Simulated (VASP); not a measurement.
# CoSi2 (Fm-3m) in VASP: settings compared

Aim: see how the results for CoSi2 move with the level of theory and the settings. Levels: revPBE, BLYP+D3(BJ), PBEsol+D3(BJ). Tasks: single point.

Program: VASP 6.6.1. These are calculated values, not measurements. Logs are shortened: lines on timing, memory, paths and dates and some standing lists are left out, and cuts for length are marked.

## (1) The cell of the first run

The structure is cubic, space group Fm-3m (No. 225). Conventional cell: a = 5.365 Å, b = 5.365 Å, c = 5.365 Å, α = 90.00°, β = 90.00°, γ = 90.00°. Within 3.1 Å of Co (site symmetry m-3m) lie 8 Si at 2.32 Å. Within 3.1 Å of Si (site symmetry -43m) lie 4 Co at 2.32 Å and 6 Si at 2.68 Å.

## (2) Single point, revPBE, collinear spin, ferromagnetic start

Input file INCAR:

```
SYSTEM = CoSi2
PREC     = Accurate       ! precision mode
ENCUT    = 520            ! plane-wave cutoff, eV
EDIFF    = 1E-7           ! SCF threshold, eV
ISMEAR   = 0              ! smearing method
SIGMA    = 0.05           ! smearing width, eV
LREAL    = .False.        ! projectors in reciprocal space
LASPH    = .True.         ! aspherical terms in the spheres
NELM     = 150            ! most SCF steps
ALGO     = Normal         ! electronic algorithm
ISIF     = 2              ! what is computed and relaxed
LWAVE    = .False.        ! write WAVECAR
LCHARG   = .False.        ! write CHGCAR
ISPIN    = 2              ! spin polarisation
MAGMOM   = 0.05 0 0       ! initial moments
LORBIT   = 11             ! projections on sites
LMAXMIX  = 4              ! l up to which the mixer works
GGA      = RE             ! functional
NBANDS   = 20             ! bands
```

Input file KPOINTS:

```
Automatic mesh
0
Gamma
  8 8 8
  0 0 0
```

Input file POSCAR:

```
CoSi2
1.0
    0.0000000000      2.6824999877      2.6824999877
    2.6824999877      0.0000000000      2.6824999877
    2.6824999877      2.6824999877      0.0000000000
Co Si
1 2
Direct
    0.0000000000      0.0000000000      0.0000000000
    0.2500000000      0.2500000000      0.2500000000
    0.7500000000      0.7500000000      0.7500000000
```

Potentials or basis: VASP PAW PBE potentials, release 64 (Co, Si).

Started as:

```console
$ cat potpaw_PBE.64/Co/POTCAR potpaw_PBE.64/Si/POTCAR > POTCAR
$ mpirun -np 1 vasp_std > vasp.out
```

OUTCAR:

```text
SYSTEM = CoSi2
   PREC = Accurate
   ENCUT = 520
   EDIFF = 1E-7
   ISMEAR = 0
   LREAL = .False.
   LASPH = .True.
   NELM = 150
   ISIF = 2
   ISPIN = 2
   LORBIT = 11
   GGA = RE

 ion  position               nearest neighbor table
   1  0.000  0.000  0.000-   3 2.32   3 2.32   3 2.32   2 2.32   3 2.32   2 2.32   2 2.32   2 2.32

   2  0.250  0.250  0.250-   1 2.32   1 2.32   1 2.32   1 2.32   3 2.68   3 2.68   3 2.68   3 2.68
                             3 2.68   3 2.68
   3  0.750  0.750  0.750-   1 2.32   1 2.32   1 2.32   1 2.32   2 2.68   2 2.68   2 2.68   2 2.68
                             2 2.68   2 2.68

  LATTYP: Found a face centered cubic cell.
 ALAT       =     5.3649999754

  Lattice vectors:

 A1 = (   0.0000000000,   2.6824999877,   2.6824999877)
 A2 = (   2.6824999877,   0.0000000000,   2.6824999877)
 A3 = (   2.6824999877,   2.6824999877,   0.0000000000)

Analysis of symmetry for initial positions (statically):
=====================================================================
 Subroutine PRICEL returns:
 Original cell was already a primitive cell.

 Routine SETGRP: Setting up the symmetry group for a
 face centered cubic supercell.

 Subroutine GETGRP returns: Found 48 space group operations
 (whereof 48 operations were pure point group operations)
 out of a pool of 48 trial point group operations.

The static configuration has the point symmetry O_h .

Analysis of symmetry for dynamics (positions and initial velocities):
=====================================================================
 Subroutine PRICEL returns:
 Original cell was already a primitive cell.

 Routine SETGRP: Setting up the symmetry group for a
 face centered cubic supercell.

 Subroutine GETGRP returns: Found 48 space group operations
 (whereof 48 operations were pure point group operations)
 out of a pool of 48 trial point group operations.

The dynamic configuration has the point symmetry O_h .

Analysis of structural, dynamic, and magnetic symmetry:
=====================================================================
 Subroutine PRICEL returns:
 Original cell was already a primitive cell.

 Routine SETGRP: Setting up the symmetry group for a
 face centered cubic supercell.

 Subroutine GETGRP returns: Found 48 space group operations
 (whereof 48 operations were pure point group operations)
 out of a pool of 48 trial point group operations.

The overall configuration has the point symmetry O_h .

 Subroutine INISYM returns: Found 48 space group operations
 (whereof 48 operations are pure point group operations),
 and found     1 'primitive' translations

----------------------------------------------------------------------------------------

                                     Primitive cell

  volume of cell :      38.6055

  direct lattice vectors                    reciprocal lattice vectors
     0.000000000  2.682499988  2.682499988    -0.186393291  0.186393291  0.186393291
     2.682499988  0.000000000  2.682499988     0.186393291 -0.186393291  0.186393291
     2.682499988  2.682499988  0.000000000     0.186393291  0.186393291 -0.186393291

  length of vectors
     3.793627864  3.793627864  3.793627864     0.322842650  0.322842650  0.322842650

  position of ions in fractional coordinates (direct lattice)
     0.000000000  0.000000000  0.000000000
     0.250000000  0.250000000  0.250000000
     0.750000000  0.750000000  0.750000000

  ion indices of the primitive-cell ions
   primitive index   ion index
                 1           1
                 2           2
                 3           3

----------------------------------------------------------------------------------------

 KPOINTS: Automatic mesh

Automatic generation of k-mesh.
 Grid dimensions read from file:
 generate k-points for:    8    8    8

 Generating k-lattice:

  Cartesian coordinates                     Fractional coordinates (reciprocal lattice)
    -0.023299161  0.023299161  0.023299161     0.125000000  0.000000000  0.000000000
     0.023299161 -0.023299161  0.023299161     0.000000000  0.125000000  0.000000000
     0.023299161  0.023299161 -0.023299161     0.000000000  0.000000000  0.125000000

  Length of vectors
     0.040355331  0.040355331  0.040355331

  Shift w.r.t. Gamma in fractional coordinates (k-lattice)
     0.000000000  0.000000000  0.000000000

 Subroutine IBZKPT returns following result:
 ===========================================

 Found     29 irreducible k-points:

 Following reciprocal coordinates:
            Coordinates               Weight
  0.000000  0.000000  0.000000      1.000000
  0.125000  0.000000  0.000000      8.000000
  0.250000  0.000000  0.000000      8.000000
  0.375000  0.000000  0.000000      8.000000
  0.500000  0.000000  0.000000      4.000000
  0.125000  0.125000  0.000000      6.000000
[... 16 lines left out ...]
  0.500000  0.250000  0.125000     48.000000
 -0.375000  0.250000  0.125000     24.000000
 [... further k-points ...]
   k-points           NKPTS =     29   k-points in BZ     NKDIM =     29   number of bands    NBANDS=     20
   number of dos      NEDOS =    301   number of ions     NIONS =      3
   total plane-waves  NPLWV =  21952
   dimension x,y,z NGX =    28 NGY =   28 NGZ =   28
   dimension x,y,z NGXF=    56 NGYF=   56 NGZF=   56
   ions per type =               1   2
   NGX,Y,Z   is equivalent  to a cutoff of  12.27, 12.27, 12.27 a.u.
   NGXF,Y,Z  is equivalent  to a cutoff of  24.54, 24.54, 24.54 a.u.
 SYSTEM =  CoSi2
   PREC   = accura    normal or accurate (medium, high low for compatibility)
   ISTART =      0    job   : 0-new  1-cont  2-samecut
   ICHARG =      2    charge: 1-file 2-atom 10-const
   ISPIN  =      2    spin polarized calculation?
   LNONCOLLINEAR =      F non collinear calculations
   LSORBIT =      F    spin-orbit coupling
   LASPH  =      T    aspherical Exc in radial PAW
   ENCUT  =  520.0 eV  38.22 Ry    6.18 a.u.   7.05  7.05  7.05*2*pi/ulx,y,z
   NELM   =    150;   NELMIN=  2; NELMDL= -5     # of ELM steps
   EDIFF  = 0.1E-06   stopping-criterion for ELM
   LREAL  =      F    real-space projection
   EDIFFG = 0.1E-05   stopping-criterion for IOM
   NSW    =      0    number of steps for IOM
   IBRION =     -1    ionic relax: 0-MD 1-quasi-New 2-CG
   NFREE  =      0    steps in history (QN), initial steepest desc. (CG)
   ISIF   =      2    stress and relaxation
   ISYM   =      2    0-nonsym 1-usesym 2-fastsym
   POTIM  = 0.5000    time-step for ionic-motion
   TEBEG  =    0.0;   TEEND  =   0.0 temperature during run
   PSTRESS=    0.0 pullay stress
   NELECT =      17.0000    total number of electrons
   NUPDOWN=      -1.0000    fix difference up-down
   EMIN   =  10.00;   EMAX   =-10.00  energy-range for DOS
   EFERMI =   0.00;   METHOD = LEGACY
   ISMEAR =     0;   SIGMA  =   0.05  broadening in eV -4-tet -1-fermi 0-gaus
   EFERMI_NEDOS =   21; number of points for ismear=-14 and -15
   IALGO  =     38    algorithm
   IMIX   =      4    mixing-type and parameters
     AMIX     =   0.40;   BMIX     =  1.00
     AMIX_MAG =   1.60;   BMIX_MAG =  1.00
  volume/ion in A,a.u.               =      12.87        86.84
  Fermi-wavevector in a.u.,A,eV,Ry     =   1.245493  2.353641 21.106088  1.551254
  Thomas-Fermi vector in A             =   2.379713
   LORBIT       =     11    0 simple, 1 ext, 2 COOP (PROOUT), +10 PAW based schemes
   GGA     = RE    functional components
   LHFCALC =     F    Hartree Fock is set to
   AEXX    =    0.0000 exact exchange contribution
   IVDW    =     0    specifies the selected vdW correction
   LEPSILON=     F    determine dielectric tensor
   LRPA    =     F    only Hartree local field effects (RPA)
 spin polarized calculation
 Gauss-broadening in eV      SIGMA  =   0.05
  energy-cutoff  :      520.00
  volume of cell :       38.61
 maximum number of plane-waves:      1056
   NGX = 15   NGY = 15   NGZ = 15

 number of electron      16.9999994 magnetization      -0.0000507

 number of electron      16.9999994 magnetization       0.0000067

 Free energy of the ion-electron system (eV)
  ---------------------------------------------------
  ext. energy  EPLUGINS =         0.00000000
  ---------------------------------------------------
  free energy    TOTEN  =       -18.36760410 eV

  energy without entropy =      -18.36578269  energy(sigma->0) =      -18.36669340

 E-fermi :  10.0660     XC(G=0): -11.6888

 val. band max:        9.9361879921   @ k =   0.5000   0.2500   0.1250
 cond. band min:      10.0732773883   @ k =  -0.3750   0.1250   0.0000
 fundamental gap:      0.1370893962
 Fermi energy:        10.0659813040

 spin component 1

 k-point     1 :       0.0000    0.0000    0.0000
  band No.  band energies     occupation
      1      -2.9905      1.00000
      2       6.0459      1.00000
      3       6.0459      1.00000
      4       6.0459      1.00000
      5       8.2099      1.00000
      6       8.2099      1.00000
[... 12 lines left out ...]
     19      20.6881      0.00000
[... 513 lines left out ...]
      4       5.9222      1.00000
      5       7.2109      1.00000
      6       8.0832      1.00000
[... 12 lines left out ...]
     19      25.2342      0.00000
     20      25.7645      0.00000

 [... further k-points ...]

 spin component 2

 k-point     1 :       0.0000    0.0000    0.0000
  band No.  band energies     occupation
      1      -2.9905      1.00000
      2       6.0459      1.00000
      3       6.0459      1.00000
      4       6.0459      1.00000
      5       8.2099      1.00000
      6       8.2099      1.00000
[... 12 lines left out ...]
     19      20.6881      0.00000
[... 513 lines left out ...]
      4       5.9222      1.00000
      5       7.2109      1.00000
      6       8.0832      1.00000
[... 12 lines left out ...]
     19      25.2342      0.00000
     20      25.7645      0.00000

 [... further k-points ...]

------------------------ aborting loop because EDIFF is reached ----------------------------------------

  FORCE on cell =-STRESS in cart. coord.  units (eV):
  Direction    XX          YY          ZZ          XY          YZ          ZX
  --------------------------------------------------------------------------------------
  -------------------------------------------------------------------------------------
  Total        0.2943259      0.2943259      0.2943259      0.0000000      0.0000000      0.0000000
  in kB       12.2148979     12.2148979     12.2148979      0.0000000      0.0000000      0.0000000
  external PRESSURE =      12.2148979 kB  Pullay stress =       0.0000000 kB

 VOLUME and BASIS-vectors are now :
 -----------------------------------------------------------------------------
  energy-cutoff  :      520.00
  volume of cell :       38.61
      direct lattice vectors                 reciprocal lattice vectors
     0.000000000  2.682499988  2.682499988    -0.186393291  0.186393291  0.186393291
     2.682499988  0.000000000  2.682499988     0.186393291 -0.186393291  0.186393291
     2.682499988  2.682499988  0.000000000     0.186393291  0.186393291 -0.186393291

 POSITION                                       TOTAL-FORCE (eV/Angst)
 -----------------------------------------------------------------------------------
      0.00000      0.00000      0.00000        -0.000000     -0.000000     -0.000000
      1.34125      1.34125      1.34125        -0.000000     -0.000000     -0.000000
      4.02375      4.02375      4.02375         0.000000      0.000000      0.000000
 -----------------------------------------------------------------------------------
    total drift:                               -0.000000     -0.000000      0.000000

  FREE ENERGIE OF THE ION-ELECTRON SYSTEM (eV)
  ---------------------------------------------------
  free  energy   TOTEN  =       -18.3676041013 eV

  energy  without entropy=      -18.3657826927  energy(sigma->0) =      -18.36669340

 total charge

# of ion       s       p       d       tot
------------------------------------------
    1        0.540   0.715   7.589   8.843
    2        0.717   0.870   0.000   1.587
    3        0.717   0.870   0.000   1.587
--------------------------------------------------
tot          1.974   2.454   7.589  12.017

 magnetization (x)

# of ion       s       p       d       tot
------------------------------------------
    1        0.000   0.000   0.000   0.000
    2       -0.000  -0.000   0.000  -0.000
    3       -0.000  -0.000   0.000  -0.000
--------------------------------------------------
tot         -0.000   0.000   0.000   0.000
```

It took 1.8 min on 1 thread of AMD EPYC 7R13, shared host; peak memory 0.16 GiB.

What came out:

- Free energy: -18.3676 eV
- Pressure: 1.2 GPa
- Net moment: 0.00 μB per cell
- Valence electrons inside the program's atomic spheres: Co 8.84; Si 1.59

Caveat: the PAW data sets were made with another functional, which shifts forces and pressure a little.

## (3) Single point, BLYP+D3(BJ), collinear spin, ferromagnetic start

Input file INCAR:

```
AGGAC = 1.0
AGGAX = 1.0
ALDAC = 0.0
ALDAX = 1.0
ALGO = Normal
EDIFF = 1E-7
ENCUT = 520
GGA = B5
ISIF = 2
ISMEAR = 0
ISPIN = 2
IVDW = 12
LASPH = T
LCHARG = T
LELF = T
LMAXMIX = 4
LORBIT = 11
LREAL = F
LVHAR = T
LWAVE = F
MAGMOM = 0.05 0 0
NBANDS = 20
NELM = 150
PREC = Accurate
SIGMA = 0.05
VDW_A1 = 0.4298
VDW_A2 = 4.2359
VDW_S6 = 1.0
VDW_S8 = 2.6996
```

Input file KPOINTS:

```
k-points
0
Gamma
  8 8 8
```

POSCAR is that of step 2.

Potentials or basis: VASP PAW PBE potentials, release 64 (Co, Si).

Started as:

```console
$ cat potpaw_PBE.64/Co/POTCAR potpaw_PBE.64/Si/POTCAR > POTCAR
$ mpirun -np 1 vasp_std > vasp.out
```

Run time: 2.2 min. Hardware: 1 thread of AMD EPYC 7R13, shared host; peak memory 0.17 GiB.

The run converged. Its results:

| Item | Value |
| --- | --- |
| Free energy | -19.1235 eV |
| Pressure | -5.9 GPa |
| Net moment | 0.00 μB per cell |
| Valence electrons inside the program's atomic spheres | Co 8.86; Si 1.61 |
| Dispersion energy per atom | -0.988 eV |

Levels at points of the mesh, in eV from the Fermi level:
Spin up:
| k point | band 6 | band 7 | band 8 | band 9 | band 10 | band 11 | band 12 | band 13 |
| --- | --- | --- | --- | --- | --- | --- | --- | --- |
| (0.00, 0.00, 0.00) | -1.88 | 0.47 | 3.40 | 3.40 | 3.40 | 3.59 | 3.59 | 3.59 |
| (0.50, 0.00, 0.00) | -1.60 | -1.60 | -0.44 | -0.44 | 2.76 | 3.45 | 3.45 | 4.21 |
| (0.50, 0.50, 0.00) | -1.94 | -1.94 | -1.85 | -1.33 | 1.53 | 3.13 | 8.65 | 9.43 |
Spin down:
| k point | band 5 | band 6 | band 7 | band 8 | band 9 | band 10 | band 11 | band 12 | band 13 | band 14 |
| --- | --- | --- | --- | --- | --- | --- | --- | --- | --- | --- |
| (0.00, 0.00, 0.00) | -1.88 | -1.88 | 0.47 | 3.40 | 3.40 | 3.40 | 3.59 | 3.59 | 3.59 | 5.69 |
| (0.50, 0.00, 0.00) | -2.16 | -1.60 | -1.60 | -0.44 | -0.44 | 2.76 | 3.45 | 3.45 | 4.21 | 10.46 |
| (0.50, 0.50, 0.00) | -3.57 | -1.94 | -1.94 | -1.85 | -1.33 | 1.53 | 3.13 | 8.65 | 9.43 | 9.43 |

Caveat: the PAW data sets were made with another functional, which shifts forces and pressure a little; pairwise dispersion overbinds metals, which lowers pressure and volume.

(Part 1 of 2 ends here.)
